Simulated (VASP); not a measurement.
# Cd3O2 (Pm-3m) in VASP: single point with PBE

Aim: the single point of Cd3O2 with PBE.

Everything below comes from runs of VASP 6.6.1. Logs are shortened: lines on timing, memory, paths and dates and some standing lists are left out, and cuts for length are marked.

### Step 1. The cell of the first run

The structure is cubic, space group Pm-3m (No. 221). Conventional cell: a = 4.531 Å, b = 4.531 Å, c = 4.531 Å, α = 90.00°, β = 90.00°, γ = 90.00°. Cd (site symmetry 4/mmm) has 2 O at 2.27 Å within 3.0 Å. O (site symmetry m-3m) has 12 Cd at 3.20 Å and 8 O at 3.92 Å within 4.2 Å. Within 3.0 Å of O (site symmetry m-3m) lie 6 Cd at 2.27 Å.

### Step 2. Single point, PBE

Contents of INCAR:

```
PREC     = Accurate       # precision mode
ENCUT    = 600            # plane-wave cutoff, eV
EDIFF    = 1E-6           # SCF threshold, eV
ISMEAR   = 0              # smearing method
SIGMA    = 0.2            # smearing width, eV
LREAL    = False          # projectors in reciprocal space
LASPH    = True           # aspherical terms in the spheres
NELM     = 120            # most SCF steps
ALGO     = Normal         # electronic algorithm
ISIF     = 2              # what is computed and relaxed
LWAVE    = False          # write WAVECAR
LCHARG   = True           # write CHGCAR
GGA      = PE             # functional
LELF     = True           # ELF
LVHAR    = True         
NBANDS   = 32             # bands
GGA_COMPAT= False
```

Contents of KPOINTS:

```
Automatic mesh
0
Gamma
  4 4 4
```

Contents of POSCAR:

```
Cd3O2
1.0
    4.5313639908      0.0000000000      0.0000000000
    0.0000000000      4.5313639908      0.0000000000
    0.0000000000      0.0000000000      4.5313639908
Cd O
3 2
Direct
    0.5000000000      0.0000000000      0.0000000000
    0.0000000000      0.5000000000      0.0000000000
    0.0000000000      0.0000000000      0.5000000000
    0.5000000000      0.5000000000      0.5000000000
    0.0000000000      0.0000000000      0.0000000000
```

Potentials or basis: VASP PAW PBE potentials, release 64 (Cd, O).

Run with:

```sh
cat potpaw_PBE.64/Cd/POTCAR potpaw_PBE.64/O/POTCAR > POTCAR
mpirun -np 1 vasp_std > vasp.out
```

OUTCAR:

```text
PREC = Accurate
   ENCUT = 600
   EDIFF = 1E-6
   ISMEAR = 0
   LREAL = False
   LASPH = True
   NELM = 120
   ISIF = 2
   GGA = PE

 ion  position               nearest neighbor table
   1  0.500  0.000  0.000-   5 2.27   5 2.27   2 3.20   3 3.20   2 3.20   2 3.20   3 3.20   3 3.20
                             3 3.20   2 3.20
   2  0.000  0.500  0.000-   5 2.27   5 2.27   1 3.20   3 3.20   1 3.20   3 3.20   3 3.20   3 3.20
                             1 3.20   1 3.20
   3  0.000  0.000  0.500-   5 2.27   5 2.27   1 3.20   1 3.20   2 3.20   2 3.20   2 3.20   2 3.20
                             1 3.20   1 3.20
   4  0.500  0.500  0.500-
   5  0.000  0.000  0.000-   1 2.27   2 2.27   3 2.27   3 2.27   2 2.27   1 2.27

  LATTYP: Found a simple cubic cell.
 ALAT       =     4.5313639908

  Lattice vectors:

 A1 = (   4.5313639908,   0.0000000000,   0.0000000000)
 A2 = (   0.0000000000,   4.5313639908,   0.0000000000)
 A3 = (   0.0000000000,   0.0000000000,   4.5313639908)

Analysis of symmetry for initial positions (statically):
=====================================================================
 Subroutine PRICEL returns:
 Original cell was already a primitive cell.

 Routine SETGRP: Setting up the symmetry group for a
 simple cubic supercell.

 Subroutine GETGRP returns: Found 48 space group operations
 (whereof 48 operations were pure point group operations)
 out of a pool of 48 trial point group operations.

The static configuration has the point symmetry O_h .

Analysis of symmetry for dynamics (positions and initial velocities):
=====================================================================
 Subroutine PRICEL returns:
 Original cell was already a primitive cell.

 Routine SETGRP: Setting up the symmetry group for a
 simple cubic supercell.

 Subroutine GETGRP returns: Found 48 space group operations
 (whereof 48 operations were pure point group operations)
 out of a pool of 48 trial point group operations.

The dynamic configuration has the point symmetry O_h .

 Subroutine INISYM returns: Found 48 space group operations
 (whereof 48 operations are pure point group operations),
 and found     1 'primitive' translations

----------------------------------------------------------------------------------------

                                     Primitive cell

  volume of cell :      93.0437

  direct lattice vectors                    reciprocal lattice vectors
     4.531363991  0.000000000  0.000000000     0.220684104  0.000000000  0.000000000
     0.000000000  4.531363991  0.000000000     0.000000000  0.220684104  0.000000000
     0.000000000  0.000000000  4.531363991     0.000000000  0.000000000  0.220684104

  length of vectors
     4.531363991  4.531363991  4.531363991     0.220684104  0.220684104  0.220684104

  position of ions in fractional coordinates (direct lattice)
     0.500000000  0.000000000  0.000000000
     0.000000000  0.500000000  0.000000000
     0.000000000  0.000000000  0.500000000
     0.500000000  0.500000000  0.500000000
     0.000000000  0.000000000  0.000000000

  ion indices of the primitive-cell ions
   primitive index   ion index
                 1           1
                 2           2
                 3           3
                 4           4
                 5           5

----------------------------------------------------------------------------------------

 KPOINTS: Automatic mesh

Automatic generation of k-mesh.
 Grid dimensions read from file:
 generate k-points for:    4    4    4

 Generating k-lattice:

  Cartesian coordinates                     Fractional coordinates (reciprocal lattice)
     0.055171026  0.000000000  0.000000000     0.250000000  0.000000000  0.000000000
     0.000000000  0.055171026  0.000000000     0.000000000  0.250000000  0.000000000
     0.000000000  0.000000000  0.055171026     0.000000000  0.000000000  0.250000000

  Length of vectors
     0.055171026  0.055171026  0.055171026

  Shift w.r.t. Gamma in fractional coordinates (k-lattice)
     0.000000000  0.000000000  0.000000000

 Subroutine IBZKPT returns following result:
 ===========================================

 Found     10 irreducible k-points:

 Following reciprocal coordinates:
            Coordinates               Weight
  0.000000  0.000000  0.000000      1.000000
  0.250000  0.000000  0.000000      6.000000
  0.500000  0.000000  0.000000      3.000000
  0.250000  0.250000  0.000000     12.000000
  0.500000  0.250000  0.000000     12.000000
  0.500000  0.500000  0.000000      3.000000
  0.250000  0.250000  0.250000      8.000000
  0.500000  0.250000  0.250000     12.000000
  0.500000  0.500000  0.250000      6.000000
  0.500000  0.500000  0.500000      1.000000
   k-points           NKPTS =     10   k-points in BZ     NKDIM =     10   number of bands    NBANDS=     32
   number of dos      NEDOS =    301   number of ions     NIONS =      5
   total plane-waves  NPLWV =  46656
   dimension x,y,z NGX =    36 NGY =   36 NGZ =   36
   dimension x,y,z NGXF=    72 NGYF=   72 NGZF=   72
   ions per type =               3   2
   NGX,Y,Z   is equivalent  to a cutoff of  13.21, 13.21, 13.21 a.u.
   NGXF,Y,Z  is equivalent  to a cutoff of  26.42, 26.42, 26.42 a.u.
 SYSTEM =  unknown system
   PREC   = accura    normal or accurate (medium, high low for compatibility)
   ISTART =      0    job   : 0-new  1-cont  2-samecut
   ICHARG =      2    charge: 1-file 2-atom 10-const
   ISPIN  =      1    spin polarized calculation?
   LNONCOLLINEAR =      F non collinear calculations
   LSORBIT =      F    spin-orbit coupling
   LASPH  =      T    aspherical Exc in radial PAW
   ENCUT  =  600.0 eV  44.10 Ry    6.64 a.u.   9.05  9.05  9.05*2*pi/ulx,y,z
   NELM   =    120;   NELMIN=  2; NELMDL= -5     # of ELM steps
   EDIFF  = 0.1E-05   stopping-criterion for ELM
   LREAL  =      F    real-space projection
   EDIFFG = 0.1E-04   stopping-criterion for IOM
   NSW    =      0    number of steps for IOM
   IBRION =     -1    ionic relax: 0-MD 1-quasi-New 2-CG
   NFREE  =      0    steps in history (QN), initial steepest desc. (CG)
   ISIF   =      2    stress and relaxation
   ISYM   =      2    0-nonsym 1-usesym 2-fastsym
   POTIM  = 0.5000    time-step for ionic-motion
   TEBEG  =    0.0;   TEEND  =   0.0 temperature during run
   PSTRESS=    0.0 pullay stress
   NELECT =      48.0000    total number of electrons
   NUPDOWN=      -1.0000    fix difference up-down
   EMIN   =  10.00;   EMAX   =-10.00  energy-range for DOS
   EFERMI =   0.00;   METHOD = LEGACY
   ISMEAR =     0;   SIGMA  =   0.20  broadening in eV -4-tet -1-fermi 0-gaus
   EFERMI_NEDOS =   21; number of points for ismear=-14 and -15
   IALGO  =     38    algorithm
   IMIX   =      4    mixing-type and parameters
     AMIX     =   0.40;   BMIX     =  1.00
     AMIX_MAG =   1.60;   BMIX_MAG =  1.00
  volume/ion in A,a.u.               =      18.61       125.58
  Fermi-wavevector in a.u.,A,eV,Ry     =   1.312985  2.481181 23.455472  1.723929
  Thomas-Fermi vector in A             =   2.443339
   LORBIT       =      0    0 simple, 1 ext, 2 COOP (PROOUT), +10 PAW based schemes
   GGA     = PE    functional components
   LHFCALC =     F    Hartree Fock is set to
   AEXX    =    0.0000 exact exchange contribution
   IVDW    =     0    specifies the selected vdW correction
   LEPSILON=     F    determine dielectric tensor
   LRPA    =     F    only Hartree local field effects (RPA)
 non-spin polarized calculation
 Gauss-broadening in eV      SIGMA  =   0.20
  energy-cutoff  :      600.00
  volume of cell :       93.04
 maximum number of plane-waves:      3136
   NGX = 19   NGY = 19   NGZ = 19

 number of electron      48.0000010 magnetization

 Free energy of the ion-electron system (eV)
  ---------------------------------------------------
  ext. energy  EPLUGINS =         0.00000000
  ---------------------------------------------------
  free energy    TOTEN  =       -12.49852747 eV

  energy without entropy =      -12.46152692  energy(sigma->0) =      -12.48002720

 E-fermi :   1.9925     XC(G=0): -10.2319

 val. band max:        1.9767310368   @ k =   0.5000   0.0000   0.0000
 cond. band min:       2.0933631642   @ k =   0.5000   0.5000   0.0000
 fundamental gap:      0.1166321275
 Fermi energy:         1.9925265397

 k-point     1 :       0.0000    0.0000    0.0000
  band No.  band energies     occupation
      1     -18.1447      2.00000
      2     -13.9116      2.00000
      3      -7.5527      2.00000
      4      -7.5527      2.00000
      5      -7.5527      2.00000
      6      -7.2614      2.00000
[... 24 lines left out ...]
     31       9.2972      0.00000
     32       9.2972      0.00000

 k-point     2 :       0.2500    0.0000    0.0000
  band No.  band energies     occupation
      1     -18.0747      2.00000
      2     -13.8982      2.00000
      3      -7.5275      2.00000
      4      -7.4573      2.00000
      5      -7.4573      2.00000
      6      -7.2720      2.00000
[... 24 lines left out ...]
     31       8.1744      0.00000
     32       8.1744      0.00000

 k-point     3 :       0.5000    0.0000    0.0000
  band No.  band energies     occupation
      1     -18.0021      2.00000
      2     -13.8848      2.00000
      3      -7.7777      2.00000
      4      -7.5001      2.00000
      5      -7.2235      2.00000
      6      -7.2041      2.00000
[... 24 lines left out ...]
     31       7.1893      0.00000
     32       9.6820      0.00000

 k-point     4 :       0.2500    0.2500    0.0000
  band No.  band energies     occupation
      1     -18.0041      2.00000
      2     -13.8871      2.00000
      3      -7.5876      2.00000
      4      -7.5329      2.00000
      5      -7.4498      2.00000
      6      -7.3488      2.00000
[... 164 lines left out ...]
     31       9.6805      0.00000
     32      10.9005      0.00000

 k-point     9 :       0.5000    0.5000    0.2500
  band No.  band energies     occupation
      1     -17.7840      2.00000
      2     -13.8661      2.00000
      3      -8.1899      2.00000
      4      -8.1899      2.00000
      5      -7.9027      2.00000
      6      -7.1708      2.00000
[... 24 lines left out ...]
     31      11.3543      0.00000
     32      11.8465      0.00000

 k-point    10 :       0.5000    0.5000    0.5000
  band No.  band energies     occupation
      1     -17.7081      2.00000
      2     -13.8647      2.00000
      3      -8.3024      2.00000
      4      -8.3024      2.00000
      5      -8.3024      2.00000
      6      -7.1883      2.00000
[... 24 lines left out ...]
     31      10.3135      0.00000
     32      12.9943      0.00000

------------------------ aborting loop because EDIFF is reached ----------------------------------------

  FORCE on cell =-STRESS in cart. coord.  units (eV):
  Direction    XX          YY          ZZ          XY          YZ          ZX
  --------------------------------------------------------------------------------------
  -------------------------------------------------------------------------------------
  Total        0.1624750      0.1624750      0.1624750      0.0000000      0.0000000      0.0000000
  in kB        2.7977594      2.7977594      2.7977594      0.0000000      0.0000000      0.0000000
  external PRESSURE =       2.7977594 kB  Pullay stress =       0.0000000 kB

 VOLUME and BASIS-vectors are now :
 -----------------------------------------------------------------------------
  energy-cutoff  :      600.00
  volume of cell :       93.04
      direct lattice vectors                 reciprocal lattice vectors
     4.531363991  0.000000000  0.000000000     0.220684104  0.000000000  0.000000000
     0.000000000  4.531363991  0.000000000     0.000000000  0.220684104  0.000000000
     0.000000000  0.000000000  4.531363991     0.000000000  0.000000000  0.220684104

 POSITION                                       TOTAL-FORCE (eV/Angst)
 -----------------------------------------------------------------------------------
      2.26568      0.00000      0.00000         0.000000      0.000000      0.000000
      0.00000      2.26568      0.00000         0.000000      0.000000      0.000000
      0.00000      0.00000      2.26568         0.000000      0.000000      0.000000
      2.26568      2.26568      2.26568         0.000000      0.000000      0.000000
      0.00000      0.00000      0.00000         0.000000      0.000000      0.000000
 -----------------------------------------------------------------------------------
    total drift:                                0.000000      0.000000     -0.000000

  FREE ENERGIE OF THE ION-ELECTRON SYSTEM (eV)
  ---------------------------------------------------
  free  energy   TOTEN  =       -12.4985274750 eV

  energy  without entropy=      -12.4615269153  energy(sigma->0) =      -12.48002720
```

Wall time 20 s (1 thread of Intel Xeon 6975P-C (Granite Rapids), shared host); peak memory 0.21 GiB.

What came out:

```
Free energy            : -12.4985 eV
Pressure               : 0.3 GPa
Band gap on the k mesh : zero (band 24 reaches 3.73 eV, above the bottom of band 25 at 1.98 eV)
```
